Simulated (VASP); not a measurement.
# Os3N (Pm-3m) in VASP: further runs

Runs on Os3N. Level: PBE. Tasks: single point, relaxation of cell and atoms.

All numbers are computed with VASP 6.6.1; they aren't measurements. Logs are shortened: lines on timing, memory, paths and dates and some standing lists are left out, and cuts for length are marked.

### 1 The cell of the first run

It takes space group Pm-3m (No. 221, cubic). The conventional cell has a = 3.771 Å, b = 3.771 Å, c = 3.771 Å, α = 90.00°, β = 90.00°, γ = 90.00°. Within 3.5 Å of Os (site symmetry 4/mmm) lie 8 Os at 2.67 Å and 4 N at 2.67 Å. Within 3.5 Å of N (site symmetry m-3m) lie 12 Os at 2.67 Å.

### 2 Single point, PBE

INCAR reads:

```
SYSTEM = Os3N
PREC = Accurate
ENCUT = 520
EDIFF = 1E-6
ISMEAR = 0
SIGMA = 0.1
LREAL = .FALSE.
LASPH = .TRUE.
NELM = 100
ALGO = Normal
ISIF = 2
LWAVE = .FALSE.
LCHARG = .TRUE.
GGA = PE
LELF = .TRUE.
LVHAR = .TRUE.
NBANDS = 22
```

KPOINTS reads:

```
regular mesh
0
G
  6 6 6
  0 0 0
```

POSCAR reads:

```
Os3N
1.0
    3.7705360685      0.0000000000      0.0000000000
    0.0000000000      3.7705360685      0.0000000000
    0.0000000000      0.0000000000      3.7705360685
Os N
3 1
Direct
    0.0000000000      0.5000000000      0.5000000000
    0.5000000000      0.0000000000      0.5000000000
    0.5000000000      0.5000000000      0.0000000000
    0.0000000000      0.0000000000      0.0000000000
```

Potentials or basis: VASP PAW PBE potentials, release 64 (Os, N).

On the command line:

```
$ cat potpaw_PBE.64/Os/POTCAR potpaw_PBE.64/N/POTCAR > POTCAR
$ mpirun -np 1 vasp_std > vasp.out
```

OUTCAR:

```text
SYSTEM = Os3N
   PREC = Accurate
   ENCUT = 520
   EDIFF = 1E-6
   ISMEAR = 0
   LREAL = .FALSE.
   LASPH = .TRUE.
   NELM = 100
   ISIF = 2
   GGA = PE

 ion  position               nearest neighbor table
   1  0.000  0.500  0.500-   2 2.67   3 2.67   3 2.67   2 2.67   2 2.67   3 2.67   3 2.67   2 2.67

   2  0.500  0.000  0.500-   1 2.67   3 2.67   3 2.67   1 2.67   3 2.67   3 2.67   1 2.67   1 2.67

   3  0.500  0.500  0.000-   1 2.67   2 2.67   1 2.67   2 2.67   2 2.67   2 2.67   1 2.67   1 2.67

   4  0.000  0.000  0.000-

  LATTYP: Found a simple cubic cell.
 ALAT       =     3.7705360685

  Lattice vectors:

 A1 = (   3.7705360685,   0.0000000000,   0.0000000000)
 A2 = (   0.0000000000,   3.7705360685,   0.0000000000)
 A3 = (   0.0000000000,   0.0000000000,   3.7705360685)

Analysis of symmetry for initial positions (statically):
=====================================================================
 Subroutine PRICEL returns:
 Original cell was already a primitive cell.

 Routine SETGRP: Setting up the symmetry group for a
 simple cubic supercell.

 Subroutine GETGRP returns: Found 48 space group operations
 (whereof 48 operations were pure point group operations)
 out of a pool of 48 trial point group operations.

The static configuration has the point symmetry O_h .

Analysis of symmetry for dynamics (positions and initial velocities):
=====================================================================
 Subroutine PRICEL returns:
 Original cell was already a primitive cell.

 Routine SETGRP: Setting up the symmetry group for a
 simple cubic supercell.

 Subroutine GETGRP returns: Found 48 space group operations
 (whereof 48 operations were pure point group operations)
 out of a pool of 48 trial point group operations.

The dynamic configuration has the point symmetry O_h .

 Subroutine INISYM returns: Found 48 space group operations
 (whereof 48 operations are pure point group operations),
 and found     1 'primitive' translations

----------------------------------------------------------------------------------------

                                     Primitive cell

  volume of cell :      53.6055

  direct lattice vectors                    reciprocal lattice vectors
     3.770536068  0.000000000  0.000000000     0.265214278  0.000000000  0.000000000
     0.000000000  3.770536068  0.000000000     0.000000000  0.265214278  0.000000000
     0.000000000  0.000000000  3.770536068     0.000000000  0.000000000  0.265214278

  length of vectors
     3.770536068  3.770536068  3.770536068     0.265214278  0.265214278  0.265214278

  position of ions in fractional coordinates (direct lattice)
     0.000000000  0.500000000  0.500000000
     0.500000000  0.000000000  0.500000000
     0.500000000  0.500000000  0.000000000
     0.000000000  0.000000000  0.000000000

  ion indices of the primitive-cell ions
   primitive index   ion index
                 1           1
                 2           2
                 3           3
                 4           4

----------------------------------------------------------------------------------------

 KPOINTS: regular mesh

Automatic generation of k-mesh.
 Grid dimensions read from file:
 generate k-points for:    6    6    6

 Generating k-lattice:

  Cartesian coordinates                     Fractional coordinates (reciprocal lattice)
     0.044202380  0.000000000  0.000000000     0.166666667  0.000000000  0.000000000
     0.000000000  0.044202380  0.000000000     0.000000000  0.166666667  0.000000000
     0.000000000  0.000000000  0.044202380     0.000000000  0.000000000  0.166666667

  Length of vectors
     0.044202380  0.044202380  0.044202380

  Shift w.r.t. Gamma in fractional coordinates (k-lattice)
     0.000000000  0.000000000  0.000000000

 Subroutine IBZKPT returns following result:
 ===========================================

 Found     20 irreducible k-points:

 Following reciprocal coordinates:
            Coordinates               Weight
  0.000000  0.000000  0.000000      1.000000
  0.166667  0.000000  0.000000      6.000000
  0.333333  0.000000  0.000000      6.000000
  0.500000  0.000000  0.000000      3.000000
  0.166667  0.166667  0.000000     12.000000
  0.333333  0.166667  0.000000     24.000000
[... 12 lines left out ...]
  0.500000  0.500000  0.333333      6.000000
  0.500000  0.500000  0.500000      1.000000
   k-points           NKPTS =     20   k-points in BZ     NKDIM =     20   number of bands    NBANDS=     22
   number of dos      NEDOS =    301   number of ions     NIONS =      4
   total plane-waves  NPLWV =  21952
   dimension x,y,z NGX =    28 NGY =   28 NGZ =   28
   dimension x,y,z NGXF=    56 NGYF=   56 NGZF=   56
   ions per type =               3   1
   NGX,Y,Z   is equivalent  to a cutoff of  12.35, 12.35, 12.35 a.u.
   NGXF,Y,Z  is equivalent  to a cutoff of  24.69, 24.69, 24.69 a.u.
 SYSTEM =  Os3N
   PREC   = accura    normal or accurate (medium, high low for compatibility)
   ISTART =      0    job   : 0-new  1-cont  2-samecut
   ICHARG =      2    charge: 1-file 2-atom 10-const
   ISPIN  =      1    spin polarized calculation?
   LNONCOLLINEAR =      F non collinear calculations
   LSORBIT =      F    spin-orbit coupling
   LASPH  =      T    aspherical Exc in radial PAW
   ENCUT  =  520.0 eV  38.22 Ry    6.18 a.u.   7.01  7.01  7.01*2*pi/ulx,y,z
   NELM   =    100;   NELMIN=  2; NELMDL= -5     # of ELM steps
   EDIFF  = 0.1E-05   stopping-criterion for ELM
   LREAL  =      F    real-space projection
   EDIFFG = 0.1E-04   stopping-criterion for IOM
   NSW    =      0    number of steps for IOM
   IBRION =     -1    ionic relax: 0-MD 1-quasi-New 2-CG
   NFREE  =      0    steps in history (QN), initial steepest desc. (CG)
   ISIF   =      2    stress and relaxation
   ISYM   =      2    0-nonsym 1-usesym 2-fastsym
   POTIM  = 0.5000    time-step for ionic-motion
   TEBEG  =    0.0;   TEEND  =   0.0 temperature during run
   PSTRESS=    0.0 pullay stress
   NELECT =      29.0000    total number of electrons
   NUPDOWN=      -1.0000    fix difference up-down
   EMIN   =  10.00;   EMAX   =-10.00  energy-range for DOS
   EFERMI =   0.00;   METHOD = LEGACY
   ISMEAR =     0;   SIGMA  =   0.10  broadening in eV -4-tet -1-fermi 0-gaus
   EFERMI_NEDOS =   21; number of points for ismear=-14 and -15
   IALGO  =     38    algorithm
   IMIX   =      4    mixing-type and parameters
     AMIX     =   0.40;   BMIX     =  1.00
     AMIX_MAG =   1.60;   BMIX_MAG =  1.00
  volume/ion in A,a.u.               =      13.40        90.44
  Fermi-wavevector in a.u.,A,eV,Ry     =   1.333944  2.520789 24.210311  1.779408
  Thomas-Fermi vector in A             =   2.462764
   LORBIT       =      0    0 simple, 1 ext, 2 COOP (PROOUT), +10 PAW based schemes
   GGA     = PE    functional components
   LHFCALC =     F    Hartree Fock is set to
   AEXX    =    0.0000 exact exchange contribution
   IVDW    =     0    specifies the selected vdW correction
   LEPSILON=     F    determine dielectric tensor
   LRPA    =     F    only Hartree local field effects (RPA)
 non-spin polarized calculation
 Gauss-broadening in eV      SIGMA  =   0.10
  energy-cutoff  :      520.00
  volume of cell :       53.61
 maximum number of plane-waves:      1472
   NGX = 15   NGY = 15   NGZ = 15

 number of electron      28.9999993 magnetization

 Free energy of the ion-electron system (eV)
  ---------------------------------------------------
  ext. energy  EPLUGINS =         0.00000000
  ---------------------------------------------------
  free energy    TOTEN  =       -34.58253666 eV

  energy without entropy =      -34.55698841  energy(sigma->0) =      -34.56976253

 E-fermi :   8.0487     XC(G=0): -13.3190

 val. band max:        8.0480716702   @ k =   0.5000   0.3333   0.0000
 cond. band min:       8.0873484808   @ k =   0.1667   0.1667   0.0000
 fundamental gap:      0.0392768106
 Fermi energy:         8.0487304499

 k-point     1 :       0.0000    0.0000    0.0000
  band No.  band energies     occupation
      1      -7.4793      2.00000
      2      -0.9595      2.00000
      3       2.1958      2.00000
      4       2.1958      2.00000
      5       2.1958      2.00000
      6       2.4828      2.00000
[... 14 lines left out ...]
     21      14.1276      0.00000
     22      14.1276      0.00000

 k-point     2 :       0.1667    0.0000    0.0000
  band No.  band energies     occupation
      1      -7.3311      2.00000
      2      -0.6678      2.00000
      3       1.9109      2.00000
      4       2.3060      2.00000
      5       2.3150      2.00000
      6       2.3150      2.00000
[... 14 lines left out ...]
     21      12.4540      0.00000
     22      15.3637      0.00000

 k-point     3 :       0.3333    0.0000    0.0000
  band No.  band energies     occupation
      1      -7.0054      2.00000
      2      -0.2875      2.00000
      3       1.2671      2.00000
      4       2.4405      2.00000
      5       2.4405      2.00000
      6       2.5578      2.00000
[... 14 lines left out ...]
     21      11.5105      0.00000
     22      16.3769      0.00000

 k-point     4 :       0.5000    0.0000    0.0000
  band No.  band energies     occupation
      1      -6.8237      2.00000
      2      -0.4452      2.00000
      3       1.5739      2.00000
      4       2.4337      2.00000
      5       2.4337      2.00000
      6       2.7053      2.00000
[... 14 lines left out ...]
     21      11.5121      0.00000
     22      16.5099      0.00000

 k-point     5 :       0.1667    0.1667    0.0000
  band No.  band energies     occupation
      1      -7.2037      2.00000
      2      -0.4083      2.00000
      3       1.9629      2.00000
      4       2.1127      2.00000
      5       2.1686      2.00000
      6       2.6996      2.00000
[... 317 lines left out ...]
 k-point    18 :       0.5000    0.3333    0.3333
  band No.  band energies     occupation
      1      -6.7784      2.00000
      2       0.9950      2.00000
      3       1.2864      2.00000
      4       2.3247      2.00000
      5       3.0696      2.00000
      6       3.1062      2.00000
[... 14 lines left out ...]
     21      12.4564      0.00000
     22      14.8584      0.00000

 k-point    19 :       0.5000    0.5000    0.3333
  band No.  band energies     occupation
      1      -6.8098      2.00000
      2       1.3687      2.00000
      3       1.3687      2.00000
      4       1.6621      2.00000
      5       2.9019      2.00000
      6       3.3801      2.00000
[... 14 lines left out ...]
     21      13.7689      0.00000
     22      14.2309      0.00000

 k-point    20 :       0.5000    0.5000    0.5000
  band No.  band energies     occupation
      1      -6.8650      2.00000
      2       1.3800      2.00000
      3       1.3800      2.00000
      4       1.3800      2.00000
      5       3.4916      2.00000
      6       3.4916      2.00000
[... 14 lines left out ...]
     21      14.3354      0.00000
     22      14.3354      0.00000

------------------------ aborting loop because EDIFF is reached ----------------------------------------

  FORCE on cell =-STRESS in cart. coord.  units (eV):
  Direction    XX          YY          ZZ          XY          YZ          ZX
  --------------------------------------------------------------------------------------
  -------------------------------------------------------------------------------------
  Total        0.0360801      0.0360801      0.0360801      0.0000000      0.0000000      0.0000000
  in kB        1.0783721      1.0783721      1.0783721      0.0000000      0.0000000      0.0000000
  external PRESSURE =       1.0783721 kB  Pullay stress =       0.0000000 kB

 VOLUME and BASIS-vectors are now :
 -----------------------------------------------------------------------------
  energy-cutoff  :      520.00
  volume of cell :       53.61
      direct lattice vectors                 reciprocal lattice vectors
     3.770536068  0.000000000  0.000000000     0.265214278  0.000000000  0.000000000
     0.000000000  3.770536068  0.000000000     0.000000000  0.265214278  0.000000000
     0.000000000  0.000000000  3.770536068     0.000000000  0.000000000  0.265214278

 POSITION                                       TOTAL-FORCE (eV/Angst)
 -----------------------------------------------------------------------------------
      0.00000      1.88527      1.88527         0.000000      0.000000      0.000000
      1.88527      0.00000      1.88527         0.000000      0.000000      0.000000
      1.88527      1.88527      0.00000         0.000000      0.000000      0.000000
      0.00000      0.00000      0.00000         0.000000      0.000000      0.000000
 -----------------------------------------------------------------------------------
    total drift:                                0.000000      0.000000      0.000000

  FREE ENERGIE OF THE ION-ELECTRON SYSTEM (eV)
  ---------------------------------------------------
  free  energy   TOTEN  =       -34.5825366594 eV

  energy  without entropy=      -34.5569884091  energy(sigma->0) =      -34.56976253
```

Wall time 26 s (1 thread of AMD EPYC 7R43 (Zen 3), shared host); peak memory 0.13 GiB.

What came out:

| Item | Value |
| --- | --- |
| Free energy | -34.5825 eV |
| Pressure | 0.1 GPa |

Caveat: spin-orbit coupling is left out, which moves the levels of the heavy elements.

### 3 Relaxation of cell and atoms, PBE

This run uses another cell than the first one, of 11.48 Å³/atom, 0.857 times its volume.

INCAR reads:

```
SYSTEM = Os3N
ALGO = Normal
EDIFF = 1E-6
EDIFFG = -0.04
ENCUT = 600
GGA = PE
IBRION = 2
ISIF = 3
ISMEAR = 0
LASPH = .True.
LCHARG = .False.
LREAL = .False.
LWAVE = .False.
NELM = 100
NSW = 90
PREC = Accurate
SIGMA = 0.1
```

KPOINTS reads:

```
k-points
0
Gamma
  6 6 6
  0 0 0
```

POSCAR reads:

```
Os3N
1.0
    3.5810919066      0.0000000000      0.0000000000
    0.0000000000      3.5810919066      0.0000000000
    0.0000000000      0.0000000000      3.5810919066
Os N
3 1
Direct
    0.0000000000      0.5000000000      0.5000000000
    0.5000000000      0.0000000000      0.5000000000
    0.5000000000      0.5000000000      0.0000000000
    0.0000000000      0.0000000000      0.0000000000
```

Potentials or basis: VASP PAW PBE potentials, release 64 (Os, N).

On the command line:

```
$ cat potpaw_PBE.64/Os/POTCAR potpaw_PBE.64/N/POTCAR > POTCAR
$ mpirun -np 1 vasp_std > vasp.out
```

OUTCAR:

```text
SYSTEM = Os3N
   EDIFF = 1E-6
   EDIFFG = -0.04
   ENCUT = 600
   GGA = PE
   IBRION = 2
   ISIF = 3
   ISMEAR = 0
   LASPH = .True.
   LREAL = .False.
   NELM = 100
   NSW = 90
   PREC = Accurate

 ion  position               nearest neighbor table
   1  0.000  0.500  0.500-   2 2.53   3 2.53   4 2.53   3 2.53   4 2.53   2 2.53   4 2.53   4 2.53
                             2 2.53   3 2.53   3 2.53   2 2.53
   2  0.500  0.000  0.500-   1 2.53   3 2.53   4 2.53   3 2.53   4 2.53   1 2.53   3 2.53   3 2.53
                             1 2.53   4 2.53   4 2.53   1 2.53
   3  0.500  0.500  0.000-   1 2.53   2 2.53   4 2.53   1 2.53   2 2.53   2 2.53   4 2.53   2 2.53
                             1 2.53   4 2.53   1 2.53   4 2.53
   4  0.000  0.000  0.000-   1 2.53   2 2.53   3 2.53   1 2.53   2 2.53   1 2.53   3 2.53   1 2.53
                             2 2.53   3 2.53   2 2.53   3 2.53

  LATTYP: Found a simple cubic cell.
 ALAT       =     3.5810919066

  Lattice vectors:

[... 173 lines left out ...]
 Free energy of the ion-electron system (eV)
  ---------------------------------------------------
  ext. energy  EPLUGINS =         0.00000000
  ---------------------------------------------------
  free energy    TOTEN  =       -33.15830583 eV

  energy without entropy =      -33.13788514  energy(sigma->0) =      -33.14809549

 E-fermi :  10.4328     XC(G=0): -14.1984

 val. band max:       10.4104880786   @ k =   0.1667   0.1667   0.1667
 cond. band min:      10.4440760996   @ k =   0.5000   0.3333   0.0000
 fundamental gap:      0.0335880210
 Fermi energy:        10.4327812596
[... 996 lines left out ...]
--------------------------------------- Ionic step        5  -------------------------------------------

 number of electron      29.0000001 magnetization

 Free energy of the ion-electron system (eV)
  ---------------------------------------------------
  ext. energy  EPLUGINS =         0.00000000
  ---------------------------------------------------
  free energy    TOTEN  =       -34.57877501 eV

  energy without entropy =      -34.55321573  energy(sigma->0) =      -34.56599537

 E-fermi :   8.0447     XC(G=0): -13.3173

 val. band max:        8.0440304121   @ k =   0.5000   0.3333   0.0000
 cond. band min:       8.0833079318   @ k =   0.1667   0.1667   0.0000
 fundamental gap:      0.0392775197
 Fermi energy:         8.0447377533
[... 449 lines left out ...]
  FREE ENERGIE OF THE ION-ELECTRON SYSTEM (eV)
  ---------------------------------------------------
  free  energy   TOTEN  =       -34.5787750129 eV

  energy  without entropy=      -34.5532157254  energy(sigma->0) =      -34.56599537

 reached required accuracy - stopping structural energy minimisation
```

CONTCAR:

```text
Os3N
   1.00000000000000
     3.7709065029051025   -0.0000000000000000    0.0000000000000000
    -0.0000000000000000    3.7709065029051025    0.0000000000000000
     0.0000000000000000    0.0000000000000000    3.7709065029051025
  Os              N
     3     1
Direct
     0.0000000000000000    0.5000000000000000    0.5000000000000000
     0.5000000000000000    0.0000000000000000    0.5000000000000000
     0.5000000000000000    0.5000000000000000    0.0000000000000000
     0.0000000000000000    0.0000000000000000    0.0000000000000000

  0.00000000E+00  0.00000000E+00  0.00000000E+00
  0.00000000E+00  0.00000000E+00  0.00000000E+00
  0.00000000E+00  0.00000000E+00  0.00000000E+00
  0.00000000E+00  0.00000000E+00  0.00000000E+00
```

Run time: 2.2 min. Hardware: 1 thread of AMD EPYC 7R43 (Zen 3), shared host; peak memory 0.15 GiB.

Results:

```yaml
Free_energy: -34.5788 eV
Relaxed_volume: 13.41 Å³/atom
Relaxed_cell: a = 3.771 Å, b = 3.771 Å, c = 3.771 Å, α = 90.00°, β = 90.00°, γ = 90.00°
Space_group_after_relaxing_to_0.05_Å: Pm-3m (No. 221)
Energy_gained_by_relaxing: 355.1 meV/atom
Ionic_steps: 5
Pressure_after_relaxing: 0.0 GPa
```

Step by step:
| step | energy change (eV) | largest force (eV/Å) | pressure (GPa) | volume (Å³) |
| --- | --- | --- | --- | --- |
| 1 | 0.0000 | 0.0000 | 68.40 | 45.92 |
| 2 | 6.1944 | 0.0000 | -45.46 | 86.81 |
| 3 | -1.3629 | 0.0000 | -9.62 | 55.48 |
| 4 | -1.4178 | 0.0000 | -2.18 | 54.02 |
| 5 | -1.4205 | 0.0000 | 0.04 | 53.62 |

Final structure:
```yaml
crystal:
  lattice:
    - [3.77091, 0.00000, 0.00000]
    - [0.00000, 3.77091, 0.00000]
    - [0.00000, 0.00000, 3.77091]
  atoms:
    - { symbol: Os, position: [0.00000, 0.50000, 0.50000] }
    - { symbol: Os, position: [0.50000, 0.00000, 0.50000] }
    - { symbol: Os, position: [0.50000, 0.50000, 0.00000] }
    - { symbol: N, position: [0.00000, 0.00000, 0.00000] }
```

Caveat: the volume moved by over 15 % at a fixed basis, so the end points are rough; spin-orbit coupling is left out, which moves the levels of the heavy elements.
